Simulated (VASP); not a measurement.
## Al: single point with PBE

The system is Al.

```
Al
1.0
     2.20299    0.00000    0.00000
    -1.10150    1.90785    0.00000
     0.00000    0.00000    3.56599
Al
2
Direct
  0.33333 0.66667 0.25000
  0.66667 0.33333 0.75000
```

This cell differs from its parent crystal: volume scaled by 0.45.

```json
{
 "Program": "VASP 6.6.1",
 "Task": "single point",
 "Functional": "PBE",
 "Potentials or basis": "VASP PAW PBE potentials, release 64 (Al)",
 "Cutoff": "520 eV",
 "k mesh": "15 × 15 × 8",
 "Occupations": "fermi-dirac, width 0.08 eV",
 "Spin": "no spin polarisation",
 "Dipole correction": "no",
 "Further INCAR settings": "ALGO = Normal; EDIFF = 1e-06; NBANDS = 10"
}
```

```yaml
Pressure: 311.3 GPa
Band_gap_on_the_k_mesh: zero (band 3 reaches 25.19 eV, above the bottom of band 4 at 14.88 eV)
```

Stress tensor (GPa, compression positive):
```
311.33   0.00   0.00
  0.00 311.33   0.00
  0.00   0.00 311.12
```

Levels at points of the mesh, in eV from the Fermi level:
```tsv
k point	band 1	band 2	band 3	band 4	band 5	band 6	band 7	band 8
(0.00, 0.00, 0.00)	-17.34	-7.61	-5.41	15.93	15.93	17.30	18.17	18.17
(0.00, 0.00, 0.50)	-14.52	-14.52	5.68	5.68	16.91	16.91	16.91	16.91
```

Wall time 4.7 s on 1 thread of Intel(R) Xeon(R) 6975P-C (Granite Rapids), with other jobs on the host, peak memory 0.13 GiB.
